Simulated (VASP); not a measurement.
# PtS2 (P-3m1) in VASP: notebook

PtS2 is run at these levels: PBEsol; tasks: single point, relaxation of cell and atoms.

Program: VASP 6.6.1. These are calculated values, not measurements. Logs are shortened: lines on timing, memory, paths and dates and some standing lists are left out, and cuts for length are marked.

**1. The cell of the first run**

The structure is trigonal, space group P-3m1 (No. 164). The conventional cell has a = 3.571 Å, b = 3.571 Å, c = 4.768 Å, α = 90.00°, β = 90.00°, γ = 120.00°. Pt (site symmetry -3m) has 6 S at 2.38 Å within 3.1 Å. Within 3.2 Å of S (site symmetry 3m) lie 3 Pt at 2.38 Å and 6 S at 3.15 to 3.16 Å.

**2. Single point, PBEsol**

Contents of INCAR:

```
SYSTEM = PtS2
PREC = Accurate
ENCUT = 520
EDIFF = 1E-6
ISMEAR = 0
SIGMA = 0.02
LREAL = .False.
LASPH = .True.
NELM = 100
ALGO = Normal
ISIF = 2
LWAVE = .False.
LCHARG = .False.
GGA = PS
NBANDS = 18
```

Contents of KPOINTS:

```
Automatic mesh
0
Gamma
  12 12 8
  0 0 0
```

Contents of POSCAR:

```
PtS2
1.0
    3.5713268725      0.0000000001      0.0000000000
   -1.7856634363      3.0928597968      0.0000000000
    0.0000000000      0.0000000000      4.7682758052
Pt S
1 2
Direct
    0.0000000000      0.0000000000      0.0000000000
    0.3333333333      0.6666666667      0.2509462046
    0.6666666667      0.3333333333      0.7490537954
```

Potentials or basis: VASP PAW PBE potentials, release 64 (Pt, S).

The run is started by

```bash
$ cat potpaw_PBE.64/Pt/POTCAR potpaw_PBE.64/S/POTCAR > POTCAR
$ mpirun -np 1 vasp_std > vasp.out
```

OUTCAR:

```text
SYSTEM = PtS2
   PREC = Accurate
   ENCUT = 520
   EDIFF = 1E-6
   ISMEAR = 0
   LREAL = .False.
   LASPH = .True.
   NELM = 100
   ISIF = 2
   GGA = PS

 ion  position               nearest neighbor table
   1  0.000  0.000  0.000-   2 2.38   3 2.38   3 2.38   2 2.38   3 2.38   2 2.38
   2  0.333  0.667  0.251-   1 2.38   1 2.38   1 2.38
   3  0.667  0.333  0.749-   1 2.38   1 2.38   1 2.38

  LATTYP: Found a hexagonal cell.
 ALAT       =     3.5713268725
 C/A-ratio  =     1.3351552449

  Lattice vectors:

 A1 = (   3.5713268725,   0.0000000001,   0.0000000000)
 A2 = (  -1.7856634363,   3.0928597968,   0.0000000000)
 A3 = (   0.0000000000,   0.0000000000,   4.7682758052)

Analysis of symmetry for initial positions (statically):
=====================================================================
 Subroutine PRICEL returns:
 Original cell was already a primitive cell.

 Routine SETGRP: Setting up the symmetry group for a
 hexagonal supercell.

 Subroutine GETGRP returns: Found 12 space group operations
 (whereof 12 operations were pure point group operations)
 out of a pool of 24 trial point group operations.

The static configuration has the point symmetry D_3d.

Analysis of symmetry for dynamics (positions and initial velocities):
=====================================================================
 Subroutine PRICEL returns:
 Original cell was already a primitive cell.

 Routine SETGRP: Setting up the symmetry group for a
 hexagonal supercell.

 Subroutine GETGRP returns: Found 12 space group operations
 (whereof 12 operations were pure point group operations)
 out of a pool of 24 trial point group operations.

The dynamic configuration has the point symmetry D_3d.

 Subroutine INISYM returns: Found 12 space group operations
 (whereof 12 operations are pure point group operations),
 and found     1 'primitive' translations

----------------------------------------------------------------------------------------

                                     Primitive cell

  volume of cell :      52.6685

  direct lattice vectors                    reciprocal lattice vectors
     3.571326872  0.000000000  0.000000000     0.280007973  0.161662679  0.000000000
    -1.785663436  3.092859797  0.000000000    -0.000000000  0.323325358  0.000000000
     0.000000000  0.000000000  4.768275805     0.000000000  0.000000000  0.209719412

  length of vectors
[... 84 lines left out ...]
   EDIFF  = 0.1E-05   stopping-criterion for ELM
   LREAL  =      F    real-space projection
   EDIFFG = 0.1E-04   stopping-criterion for IOM
   NSW    =      0    number of steps for IOM
   IBRION =     -1    ionic relax: 0-MD 1-quasi-New 2-CG
   NFREE  =      0    steps in history (QN), initial steepest desc. (CG)
   ISIF   =      2    stress and relaxation
   ISYM   =      2    0-nonsym 1-usesym 2-fastsym
   POTIM  = 0.5000    time-step for ionic-motion
   TEBEG  =    0.0;   TEEND  =   0.0 temperature during run
   PSTRESS=    0.0 pullay stress
   NELECT =      22.0000    total number of electrons
   NUPDOWN=      -1.0000    fix difference up-down
   EMIN   =  10.00;   EMAX   =-10.00  energy-range for DOS
   EFERMI =   0.00;   METHOD = LEGACY
   ISMEAR =     0;   SIGMA  =   0.02  broadening in eV -4-tet -1-fermi 0-gaus
   EFERMI_NEDOS =   21; number of points for ismear=-14 and -15
   IALGO  =     38    algorithm
   IMIX   =      4    mixing-type and parameters
     AMIX     =   0.40;   BMIX     =  1.00
     AMIX_MAG =   1.60;   BMIX_MAG =  1.00
  volume/ion in A,a.u.               =      17.56       118.47
  Fermi-wavevector in a.u.,A,eV,Ry     =   1.223767  2.312584 20.376155  1.497605
  Thomas-Fermi vector in A             =   2.358866
   LORBIT       =      0    0 simple, 1 ext, 2 COOP (PROOUT), +10 PAW based schemes
   GGA     = PS    functional components
   LHFCALC =     F    Hartree Fock is set to
   AEXX    =    0.0000 exact exchange contribution
   IVDW    =     0    specifies the selected vdW correction
   LEPSILON=     F    determine dielectric tensor
   LRPA    =     F    only Hartree local field effects (RPA)
 non-spin polarized calculation
 Gauss-broadening in eV      SIGMA  =   0.02
  energy-cutoff  :      520.00
  volume of cell :       52.67
 maximum number of plane-waves:      1446
 NGX is ok and might be reduce to    28
   NGX = 13   NGY = 13   NGZ = 17

 number of electron      22.0000001 magnetization

 Free energy of the ion-electron system (eV)
  ---------------------------------------------------
  ext. energy  EPLUGINS =         0.00000000
  ---------------------------------------------------
  free energy    TOTEN  =       -16.99790907 eV

  energy without entropy =      -16.99790907  energy(sigma->0) =      -16.99790907

 E-fermi :   7.6508     XC(G=0): -11.1096

 val. band max:        7.5559553165   @ k =   0.0000   0.0000   0.0000
 cond. band min:       7.8044929161   @ k =   0.0000   0.3333   0.2500
 fundamental gap:      0.2485375996
 Fermi energy:         7.6508481575

 k-point     1 :       0.0000    0.0000    0.0000
  band No.  band energies     occupation
      1      -8.2796      2.00000
      2      -4.9369      2.00000
      3       0.0363      2.00000
      4       0.4753      2.00000
      5       0.4753      2.00000
      6       3.3550      2.00000
[... 481 lines left out ...]
      5       1.1128      2.00000
      6       2.6681      2.00000
[... 10 lines left out ...]
     17      16.4039      0.00000
     18      16.6091      0.00000

 [... further k-points ...]

------------------------ aborting loop because EDIFF is reached ----------------------------------------

  FORCE on cell =-STRESS in cart. coord.  units (eV):
  Direction    XX          YY          ZZ          XY          YZ          ZX
  --------------------------------------------------------------------------------------
  -------------------------------------------------------------------------------------
  Total       -0.0934226     -0.0934226     -0.0331036     -0.0000000      0.0000000      0.0000000
  in kB       -2.8419178     -2.8419178     -1.0070128     -0.0000000      0.0000000      0.0000000
  external PRESSURE =      -2.2302828 kB  Pullay stress =       0.0000000 kB

 VOLUME and BASIS-vectors are now :
 -----------------------------------------------------------------------------
  energy-cutoff  :      520.00
  volume of cell :       52.67
      direct lattice vectors                 reciprocal lattice vectors
     3.571326872  0.000000000  0.000000000     0.280007973  0.161662679  0.000000000
    -1.785663436  3.092859797  0.000000000    -0.000000000  0.323325358  0.000000000
     0.000000000  0.000000000  4.768275805     0.000000000  0.000000000  0.209719412

 POSITION                                       TOTAL-FORCE (eV/Angst)
 -----------------------------------------------------------------------------------
      0.00000      0.00000      0.00000        -0.000000     -0.000000      0.000000
     -0.00000      2.06191      1.19658         0.000000      0.000000     -0.022742
      1.78566      1.03095      3.57170        -0.000000      0.000000      0.022742
 -----------------------------------------------------------------------------------
    total drift:                                0.000000     -0.000000     -0.000000

  FREE ENERGIE OF THE ION-ELECTRON SYSTEM (eV)
  ---------------------------------------------------
  free  energy   TOTEN  =       -16.9979090683 eV

  energy  without entropy=      -16.9979090683  energy(sigma->0) =      -16.99790907
```

stdout:

```text
POSCAR found type information on POSCAR PtS
 POSCAR found :  2 types and       3 ions
 scaLAPACK will be used
 -----------------------------------------------------------------------------
|                                                                             |
|                                                                             |
|     You enforced a specific xc type in the INCAR file but a different       |
|     I HOPE YOU KNOW WHAT YOU ARE DOING!                                     |
|                                                                             |
 -----------------------------------------------------------------------------

 LDA part: xc-table for (Slater+PW92), standard interpolation
 POSCAR, INCAR and KPOINTS ok, starting setup
 FFT: planning ... GRIDC
 FFT: planning ... GRID_SOFT
 FFT: planning ... GRID
 WAVECAR not read
 entering main loop
```

It took 2.2 min on 1 thread of Intel Xeon 8259CL, shared host; peak memory 0.26 GiB.

What came out:

* Free energy: -16.9979 eV
* Pressure: -0.2 GPa
* Largest force: 0.023 eV/Å
* Band gap on the k mesh: 0.25 eV (least direct gap 0.67 eV)

Forces in eV/Å, atoms in the order of the input:
```
Pt   0.000  0.000  0.000
S    0.000  0.000 -0.023
S    0.000  0.000  0.023
```

Caveat: the PAW data sets were made with another functional, which shifts forces and pressure a little; spin-orbit coupling is left out, which moves the levels of the heavy elements. A k mesh can miss the band edges.

**3. Single point, PBEsol**

Contents of INCAR:

```
  PREC = Accurate
  ENCUT = 520
  EDIFF = 1E-6
  ISMEAR = 0
  SIGMA = 0.02
  LREAL = False
  LASPH = True
  NELM = 60
  ALGO = Normal
  ISIF = 2
  LWAVE = False
  LCHARG = False
  GGA = PS
  NBANDS = 18
```

Contents of KPOINTS:

```
Automatic mesh
0
Gamma
  12 12 8
```

POSCAR is that of step 2.

Potentials or basis: VASP PAW PBE potentials, release 64 (Pt, S).

The run is started by

```bash
$ cat potpaw_PBE.64/Pt/POTCAR potpaw_PBE.64/S/POTCAR > POTCAR
$ mpirun -np 1 vasp_std > vasp.out
```

It took 2.1 min on 1 thread of Intel Xeon 8259CL, shared host; peak memory 0.26 GiB.

The run converged. Its results:

* Free energy: -16.9979 eV
* Pressure: -0.2 GPa
* Largest force: 0.023 eV/Å
* Band gap on the k mesh: 0.25 eV (least direct gap 0.67 eV)

Forces on the atoms (eV/Å):
```
Pt   0.000  0.000  0.000
S    0.000  0.000 -0.023
S    0.000  0.000  0.023
```

Stress tensor (GPa, compression positive):
```
-0.28  0.00  0.00
 0.00 -0.28  0.00
 0.00  0.00 -0.10
```

Levels at points of the mesh, in eV from the valence-band top:
```
           k point  band 7  band 8  band 9  band 10  band 11  band 12  band 13  band 14  band 15  band 16
(0.00, 0.00, 0.00)   -4.20   -2.37   -1.49    -1.49     0.00     1.47     1.47     3.77     5.03     7.45
(0.50, 0.00, 0.00)   -3.89   -3.87   -3.54    -3.44    -2.85     0.94     2.37     5.21     6.19     7.41
(0.00, 0.00, 0.50)   -4.25   -3.15   -1.91    -1.91    -1.41     2.37     2.37     5.19     6.80     6.97
(0.50, 0.00, 0.50)   -3.57   -3.56   -3.18    -3.17    -1.53     1.06     1.77     4.86     5.02     7.51
```

Caveat: the PAW data sets were made with another functional, which shifts forces and pressure a little; spin-orbit coupling is left out, which moves the levels of the heavy elements. A k mesh can miss the band edges.

(Continued in part 2 of 2.)
